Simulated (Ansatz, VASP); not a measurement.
C in VASP and in Ansatz

```
C
1.0
     2.44555    0.00000    0.00000
     0.00000    4.23347    0.00000
     0.00000    0.00000    6.93738
C
8
Direct
  0.50000 0.66668 0.50000
  0.00000 0.83332 0.50000
  0.50000 0.16668 0.00000
  0.00000 0.33332 0.00000
  0.00000 0.66668 0.00000
  0.50000 0.83332 0.00000
  0.00000 0.16668 0.50000
  0.50000 0.33332 0.50000
```

Change from the starting cell: strain along c alone, the other axes held, atoms relaxed: +3.0 %.

Alike in both runs: functional LDA; k mesh 14 × 8 × 6; occupations gaussian, width 0.1 eV; no spin polarisation.

Ansatz relaxed the structure, and its values are those at the end. VASP's run is a single point on that final structure, the one shown.

```csv
,VASP,Ansatz
version,VASP 6.6.1,Ansatz 0.2.0
potentials or method,"VASP PAW LDA potentials, release 64 (C), cutoff 520 eV","scalar-relativistic, plane waves, PAW"
valence electrons in the cell,32,32
```

VASP gave:

| Quantity | Value |
| --- | --- |
| gap on the k mesh at the Fermi level (eV) | none |
| pressure (GPa) | 0.6 |

**Question.** What did Ansatz give for the same quantities?

**Answer.** gap on the k mesh at the Fermi level (eV): none; pressure (GPa): -0.2.

LDA's correlation is that of Perdew and Zunger in VASP and of Perdew and Wang (1992) in Ansatz. A gap of «none» marks a metal or a gap that the smearing closes. Ansatz's warnings: stress scf threshold loose.
